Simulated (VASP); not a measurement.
# Hg (P6_3/mmc) in VASP: notebook

Runs on Hg. Level: PBEsol+D3(BJ). Tasks: single point.

Everything below comes from runs of VASP 6.6.1. Logs are shortened: lines on timing, memory, paths and dates and some standing lists are left out, and cuts for length are marked.

## (1) The cell of the first run

The structure is hexagonal, space group P6_3/mmc (No. 194). The conventional cell has a = 3.194 Å, b = 3.194 Å, c = 4.873 Å, α = 90.00°, β = 90.00°, γ = 120.00°. Hg (site symmetry -6m2) has 12 Hg at 3.06 to 3.19 Å within 4.0 Å.

## (2) Single point, PBEsol+D3(BJ)

File INCAR:

```
SYSTEM = Hg
  PREC = Accurate
  ENCUT = 520
  EDIFF = 1E-6
  ISMEAR = 0
  SIGMA = 0.15
  LREAL = .False.
  LASPH = .True.
  NELM = 100
  ALGO = Fast
  ISIF = 2
  LWAVE = .False.
  LCHARG = .True.
  GGA = PS
  IVDW = 12
  LELF = .True.
  LVHAR = .True.
  NBANDS = 19
```

File KPOINTS:

```
regular mesh
0
Gamma
  18 18 10
  0 0 0
```

File POSCAR:

```
Hg
1.0
    3.1935000000      0.0000000000      0.0000000000
   -1.5967500000      2.7656521270      0.0000000000
    0.0000000000      0.0000000000      4.8734000000
Hg
2
Direct
    0.6666666667      0.3333333333      0.7500000000
    0.3333333333      0.6666666667      0.2500000000
```

Potentials or basis: VASP PAW PBE potentials, release 64 (Hg).

On the command line:

```bash
$ cat potpaw_PBE.64/Hg/POTCAR > POTCAR
$ mpirun -np 1 vasp_std > vasp.out
```

OUTCAR:

```text
SYSTEM = Hg
   PREC = Accurate
   ENCUT = 520
   EDIFF = 1E-6
   ISMEAR = 0
   LREAL = .False.
   LASPH = .True.
   NELM = 100
   ISIF = 2
   GGA = PS
   IVDW = 12
 IVDW          = 12

 ion  position               nearest neighbor table
   1  0.667  0.333  0.750-   2 3.06   2 3.06   2 3.06   2 3.06   2 3.06   2 3.06
   2  0.333  0.667  0.250-   1 3.06   1 3.06   1 3.06   1 3.06   1 3.06   1 3.06

  LATTYP: Found a hexagonal cell.
 ALAT       =     3.1935000000
 C/A-ratio  =     1.5260372632

  Lattice vectors:

 A1 = (   3.1935000000,   0.0000000000,   0.0000000000)
 A2 = (  -1.5967500000,   2.7656521270,   0.0000000000)
 A3 = (   0.0000000000,   0.0000000000,   4.8734000000)

Analysis of symmetry for initial positions (statically):
=====================================================================
 Subroutine PRICEL returns:
 Original cell was already a primitive cell.

 Routine SETGRP: Setting up the symmetry group for a
 hexagonal supercell.

 Subroutine GETGRP returns: Found 24 space group operations
 (whereof 12 operations were pure point group operations)
 out of a pool of 24 trial point group operations.

The static configuration has the point symmetry D_3d.
 The point group associated with its full space group is D_6h.

Analysis of symmetry for dynamics (positions and initial velocities):
=====================================================================
 Subroutine PRICEL returns:
 Original cell was already a primitive cell.

 Routine SETGRP: Setting up the symmetry group for a
 hexagonal supercell.

 Subroutine GETGRP returns: Found 24 space group operations
 (whereof 12 operations were pure point group operations)
 out of a pool of 24 trial point group operations.

The dynamic configuration has the point symmetry D_3d.
 The point group associated with its full space group is D_6h.

 Subroutine INISYM returns: Found 24 space group operations
 (whereof 12 operations are pure point group operations),
 and found     1 'primitive' translations

----------------------------------------------------------------------------------------

                                     Primitive cell

  volume of cell :      43.0424

  direct lattice vectors                    reciprocal lattice vectors
     3.193500000  0.000000000  0.000000000     0.313136058  0.180789187  0.000000000
    -1.596750000  2.765652127  0.000000000     0.000000000  0.361578374  0.000000000
     0.000000000  0.000000000  4.873400000     0.000000000  0.000000000  0.205195551

  length of vectors
     3.193500000  3.193500000  4.873400000     0.361578374  0.361578374  0.205195551

  position of ions in fractional coordinates (direct lattice)
     0.666666667  0.333333333  0.750000000
     0.333333333  0.666666667  0.250000000

  ion indices of the primitive-cell ions
   primitive index   ion index
                 1           1
                 2           2

----------------------------------------------------------------------------------------

 KPOINTS: regular mesh

Automatic generation of k-mesh.
 Grid dimensions read from file:
 generate k-points for:   18   18   10

 Generating k-lattice:

  Cartesian coordinates                     Fractional coordinates (reciprocal lattice)
     0.017396448  0.010043844  0.000000000     0.055555556  0.000000000  0.000000000
     0.000000000  0.020087687  0.000000000     0.000000000  0.055555556  0.000000000
     0.000000000  0.000000000  0.020519555     0.000000000  0.000000000  0.100000000

  Length of vectors
     0.020087687  0.020087687  0.020519555

  Shift w.r.t. Gamma in fractional coordinates (k-lattice)
     0.000000000  0.000000000  0.000000000

 Subroutine IBZKPT returns following result:
 ===========================================

 Found    222 irreducible k-points:

 Following reciprocal coordinates:
            Coordinates               Weight
  0.000000  0.000000  0.000000      1.000000
  0.055556 -0.000000  0.000000      6.000000
  0.111111 -0.000000  0.000000      6.000000
  0.166667 -0.000000  0.000000      6.000000
  0.222222  0.000000  0.000000      6.000000
  0.277778  0.000000  0.000000      6.000000
[... 16 lines left out ...]
  0.333333  0.111111  0.000000     12.000000
  0.388889  0.111111  0.000000     12.000000
 [... further k-points ...]
   k-points           NKPTS =    222   k-points in BZ     NKDIM =    222   number of bands    NBANDS=     19
   number of dos      NEDOS =    301   number of ions     NIONS =      2
   total plane-waves  NPLWV =  20736
   dimension x,y,z NGX =    24 NGY =   24 NGZ =   36
   dimension x,y,z NGXF=    48 NGYF=   48 NGZF=   72
   ions per type =               2
   NGX,Y,Z   is equivalent  to a cutoff of  12.49, 12.49, 12.28 a.u.
   NGXF,Y,Z  is equivalent  to a cutoff of  24.99, 24.99, 24.56 a.u.
 SYSTEM =  Hg
   PREC   = accura    normal or accurate (medium, high low for compatibility)
   ISTART =      0    job   : 0-new  1-cont  2-samecut
   ICHARG =      2    charge: 1-file 2-atom 10-const
   ISPIN  =      1    spin polarized calculation?
   LNONCOLLINEAR =      F non collinear calculations
   LSORBIT =      F    spin-orbit coupling
   LASPH  =      T    aspherical Exc in radial PAW
   ENCUT  =  520.0 eV  38.22 Ry    6.18 a.u.   5.94  5.94  9.06*2*pi/ulx,y,z
   NELM   =    100;   NELMIN=  2; NELMDL= -5     # of ELM steps
   EDIFF  = 0.1E-05   stopping-criterion for ELM
   LREAL  =      F    real-space projection
   EDIFFG = 0.1E-04   stopping-criterion for IOM
   NSW    =      0    number of steps for IOM
   IBRION =     -1    ionic relax: 0-MD 1-quasi-New 2-CG
   NFREE  =      0    steps in history (QN), initial steepest desc. (CG)
   ISIF   =      2    stress and relaxation
   ISYM   =      2    0-nonsym 1-usesym 2-fastsym
   POTIM  = 0.5000    time-step for ionic-motion
   TEBEG  =    0.0;   TEEND  =   0.0 temperature during run
   PSTRESS=    0.0 pullay stress
   NELECT =      24.0000    total number of electrons
   NUPDOWN=      -1.0000    fix difference up-down
   EMIN   =  10.00;   EMAX   =-10.00  energy-range for DOS
   EFERMI =   0.00;   METHOD = LEGACY
   ISMEAR =     0;   SIGMA  =   0.15  broadening in eV -4-tet -1-fermi 0-gaus
   EFERMI_NEDOS =   21; number of points for ismear=-14 and -15
   IALGO  =     68    algorithm
   IMIX   =      4    mixing-type and parameters
     AMIX     =   0.40;   BMIX     =  1.00
     AMIX_MAG =   1.60;   BMIX_MAG =  1.00
  volume/ion in A,a.u.               =      21.52       145.23
  Fermi-wavevector in a.u.,A,eV,Ry     =   1.347451  2.546314 24.703077  1.815625
  Thomas-Fermi vector in A             =   2.475201
   LORBIT       =      0    0 simple, 1 ext, 2 COOP (PROOUT), +10 PAW based schemes
   GGA     = PS    functional components
   LHFCALC =     F    Hartree Fock is set to
   AEXX    =    0.0000 exact exchange contribution
   IVDW    =    12    specifies the selected vdW correction
   LEPSILON=     F    determine dielectric tensor
   LRPA    =     F    only Hartree local field effects (RPA)
 non-spin polarized calculation
 RMM-DIIS sequential band-by-band and
 Gauss-broadening in eV      SIGMA  =   0.15
  energy-cutoff  :      520.00
  volume of cell :       43.04
 maximum number of plane-waves:      1182
 NGX is ok and might be reduce to    24
   NGX = 11   NGY = 11   NGZ = 19

 number of electron      24.0000000 magnetization

 Free energy of the ion-electron system (eV)
  ---------------------------------------------------
  ext. energy  EPLUGINS =         0.00000000
  ---------------------------------------------------
  free energy    TOTEN  =        -1.02215966 eV

  energy without entropy =       -1.01333568  energy(sigma->0) =       -1.01774767

 E-fermi :   3.3183     XC(G=0): -11.5622

 val. band max:        3.3167761696   @ k =   0.2778   0.2222   0.2000
 cond. band min:       3.3301323027   @ k =   0.2778   0.2222   0.0000
 fundamental gap:      0.0133561330
 Fermi energy:         3.3183072620

 k-point     1 :       0.0000    0.0000    0.0000
  band No.  band energies     occupation
      1      -6.5762      2.00000
      2      -5.1441      2.00000
      3      -3.8857      2.00000
      4      -3.8857      2.00000
      5      -3.7554      2.00000
      6      -3.6749      2.00000
[... 11 lines left out ...]
     18      18.4886      0.00000
     19      18.4896      0.00000

 k-point     2 :       0.0556   -0.0000    0.0000
  band No.  band energies     occupation
      1      -6.5053      2.00000
      2      -5.1062      2.00000
      3      -3.9442      2.00000
      4      -3.8532      2.00000
      5      -3.6974      2.00000
      6      -3.6821      2.00000
[... 11 lines left out ...]
     18      18.9255      0.00000
     19      19.2053      0.00000

 k-point     3 :       0.1111   -0.0000    0.0000
  band No.  band energies     occupation
      1      -6.2978      2.00000
      2      -5.0035      2.00000
      3      -4.0364      2.00000
      4      -3.7583      2.00000
      5      -3.7559      2.00000
      6      -3.7330      2.00000
[... 11 lines left out ...]
     18      18.8689      0.00000
     19      19.1030      0.00000

 k-point     4 :       0.1667   -0.0000    0.0000
  band No.  band energies     occupation
      1      -5.9732      2.00000
      2      -4.8744      2.00000
      3      -4.1049      2.00000
      4      -3.8877      2.00000
      5      -3.8105      2.00000
      6      -3.7294      2.00000
[... 11 lines left out ...]
     18      17.7960      0.00000
     19      18.8501      0.00000

 k-point     5 :       0.2222    0.0000    0.0000
  band No.  band energies     occupation
      1      -5.5792      2.00000
      2      -4.7938      2.00000
      3      -4.0822      2.00000
      4      -4.0722      2.00000
      5      -3.8983      2.00000
      6      -3.7219      2.00000
[... 11 lines left out ...]
     18      16.4004      0.00000
     19      18.1209      0.00000

 k-point     6 :       0.2778    0.0000    0.0000
  band No.  band energies     occupation
      1      -5.2159      2.00000
      2      -4.8114      2.00000
      3      -4.2787      2.00000
      4      -3.9849      2.00000
      5      -3.9064      2.00000
      6      -3.6635      2.00000
[... 11 lines left out ...]
     18      15.9597      0.00000
     19      17.4337      0.00000

 k-point     7 :       0.3333    0.0000    0.0000
  band No.  band energies     occupation
      1      -4.9941      2.00000
      2      -4.8830      2.00000
      3      -4.4701      2.00000
      4      -4.0614      2.00000
      5      -3.6392      2.00000
      6      -3.5430      2.00000
[... 11 lines left out ...]
     18      15.8680      0.00000
     19      16.8724      0.00000

 k-point     8 :       0.3889   -0.0000    0.0000
  band No.  band energies     occupation
      1      -4.9619      2.00000
      2      -4.9030      2.00000
      3      -4.6205      2.00000
      4      -4.1207      2.00000
      5      -3.5092      2.00000
      6      -3.4882      2.00000
[... 256 lines left out ...]
 k-point    20 :       0.1667    0.1111    0.0000
  band No.  band energies     occupation
      1      -5.4081      2.00000
      2      -4.6925      2.00000
      3      -4.2134      2.00000
      4      -4.1375      2.00000
      5      -3.9395      2.00000
      6      -3.7173      2.00000
[... 11 lines left out ...]
     18      17.0425      0.00000
     19      17.0815      0.00000

 k-point    21 :       0.2222    0.1111    0.0000
  band No.  band energies     occupation
      1      -5.0617      2.00000
      2      -4.6904      2.00000
      3      -4.3347      2.00000
      4      -4.0993      2.00000
      5      -4.0069      2.00000
      6      -3.6585      2.00000
[... 11 lines left out ...]
     18      16.3409      0.00000
     19      16.4772      0.00000

 k-point    22 :       0.2778    0.1111    0.0000
  band No.  band energies     occupation
      1      -4.8595      2.00000
      2      -4.7577      2.00000
      3      -4.5142      2.00000
      4      -4.0626      2.00000
      5      -3.8444      2.00000
      6      -3.5633      2.00000
[... 11 lines left out ...]
     18      15.7309      0.00000
     19      16.0005      0.00000

 k-point    23 :       0.3333    0.1111    0.0000
  band No.  band energies     occupation
      1      -4.8391      2.00000
      2      -4.7782      2.00000
      3      -4.6543      2.00000
      4      -4.1035      2.00000
      5      -3.5867      2.00000
      6      -3.5265      2.00000
[... 11 lines left out ...]
     18      15.2530      0.00000
     19      15.6536      0.00000

 k-point    24 :       0.3889    0.1111    0.0000
  band No.  band energies     occupation
      1      -4.8894      2.00000
      2      -4.7619      2.00000
      3      -4.7425      2.00000
      4      -4.1283      2.00000
      5      -3.5658      2.00000
      6      -3.4369      2.00000
[... 11 lines left out ...]
     18      14.9477      0.00000
     19      15.4430      0.00000

 [... further k-points ...]

------------------------ aborting loop because EDIFF is reached ----------------------------------------

 Edisp (eV)   -0.93068

 E8    (eV) :    -0.6316

  FORCE on cell =-STRESS in cart. coord.  units (eV):
  Direction    XX          YY          ZZ          XY          YZ          ZX
  --------------------------------------------------------------------------------------
  -------------------------------------------------------------------------------------
  Total       0.38645     0.38645     0.50261    -0.00000    -0.00000     0.00000
  in kB      14.38508    14.38508    18.70885    -0.00000    -0.00000     0.00000
  external pressure =       15.83 kB  Pullay stress =        0.00 kB

 VOLUME and BASIS-vectors are now :
 -----------------------------------------------------------------------------
  energy-cutoff  :      520.00
  volume of cell :       43.04
      direct lattice vectors                 reciprocal lattice vectors
     3.193500000  0.000000000  0.000000000     0.313136058  0.180789187  0.000000000
    -1.596750000  2.765652127  0.000000000     0.000000000  0.361578374  0.000000000
     0.000000000  0.000000000  4.873400000     0.000000000  0.000000000  0.205195551

 POSITION                                       TOTAL-FORCE (eV/Angst)
 -----------------------------------------------------------------------------------
      1.59675      0.92188      3.65505         0.000000      0.000000      0.000000
     -0.00000      1.84377      1.21835        -0.000000      0.000000      0.000000
 -----------------------------------------------------------------------------------
    total drift:                               -0.000000      0.000000     -0.000000

  FREE ENERGIE OF THE ION-ELECTRON SYSTEM (eV)
  ---------------------------------------------------
  free  energy   TOTEN  =        -1.9528376344 eV

  energy  without entropy=       -1.9440136561  energy(sigma->0) =       -1.94842565
```

Wall time 2.5 min (1 thread of Intel Xeon 8259CL, shared host); peak memory 0.27 GiB.

What came out:

- Free energy: -1.9528 eV
- Pressure: 1.6 GPa
- Band gap on the k mesh: zero (bands 12 and 13 overlap by 1.04 eV)
- Dispersion energy per atom: -0.465 eV

Levels at points of the mesh, in eV from the Fermi level:
```tsv
k point	band 9	band 10	band 11	band 12	band 13	band 14	band 15	band 16
(0.00, 0.00, 0.00)	-6.98	-5.95	-5.95	-1.68	-0.58	12.38	12.38	12.72
(0.50, 0.00, 0.00)	-5.86	-5.73	-2.78	-2.72	3.55	3.57	4.34	6.48
(0.00, 0.00, 0.50)	-6.21	-6.21	-6.21	-6.21	8.43	8.43	12.97	12.97
(0.50, 0.00, 0.50)	-5.91	-5.91	-1.66	-1.66	-0.30	-0.30	9.25	9.25
```

Caveat: the PAW data sets were made with another functional, which shifts forces and pressure a little; spin-orbit coupling is left out, which moves the levels of the heavy elements.

## (3) Single point, PBEsol+D3(BJ)

This run uses another cell than the first one, of 21.75 Å³/atom.

File INCAR:

```
ALGO     = Fast           # electronic algorithm
EDIFF    = 1E-7           # SCF threshold, eV
ENCUT    = 520            # plane-wave cutoff, eV
GGA      = PS             # functional
ISIF     = 2              # what is computed and relaxed
ISMEAR   = 0              # smearing method
IVDW     = 12             # dispersion correction
LASPH    = True           # aspherical terms in the spheres
LCHARG   = False          # write CHGCAR
LREAL    = False          # projectors in reciprocal space
LWAVE    = False          # write WAVECAR
NBANDS   = 19             # bands
NELM     = 100            # most SCF steps
PREC     = Accurate       # precision mode
SIGMA    = 0.15           # smearing width, eV
```

File KPOINTS:

```
k-points
0
Gamma
  18 18 10
```

File POSCAR:

```
Hg
1.0
    3.2723000000      0.0000000000      0.0000000000
   -1.6361500000      2.8338949288      0.0000000000
    0.0000000000      0.0000000000      4.6914000000
Hg
2
Direct
    0.6666666667      0.3333333333      0.7500000000
    0.3333333333      0.6666666667      0.2500000000
```

Potentials or basis: VASP PAW PBE potentials, release 64 (Hg).

On the command line:

```bash
$ cat potpaw_PBE.64/Hg/POTCAR > POTCAR
$ mpirun -np 1 vasp_std > vasp.out
```

Wall time 2.3 min (1 thread of Intel Xeon 8259CL, shared host); peak memory 0.28 GiB.

It converged, with:

| Quantity | Value |
| --- | --- |
| Free energy | -1.9584 eV |
| Pressure | 1.2 GPa |
| Band gap on the k mesh | zero (bands 12 and 13 overlap by 1.34 eV) |
| Dispersion energy per atom | -0.460 eV |

Stress tensor (GPa, compression positive):
```
1.26 0.00 0.00
0.00 1.26 0.00
0.00 0.00 0.99
```

Levels at points of the mesh, in eV from the Fermi level:
```csv
k point,band 9,band 10,band 11,band 12,band 13,band 14,band 15,band 16
"(0.00, 0.00, 0.00)",-6.93,-6.01,-6.01,-1.31,0.09,11.32,11.32,12.16
"(0.50, 0.00, 0.00)",-6.03,-5.73,-3.14,-3.10,3.90,4.06,4.48,5.73
"(0.00, 0.00, 0.50)",-6.25,-6.25,-6.25,-6.25,9.63,9.63,12.39,12.39
"(0.50, 0.00, 0.50)",-6.08,-6.08,-1.88,-1.88,-0.37,-0.37,8.77,8.77
```

Caveat: the PAW data sets were made with another functional, which shifts forces and pressure a little; spin-orbit coupling is left out, which moves the levels of the heavy elements.
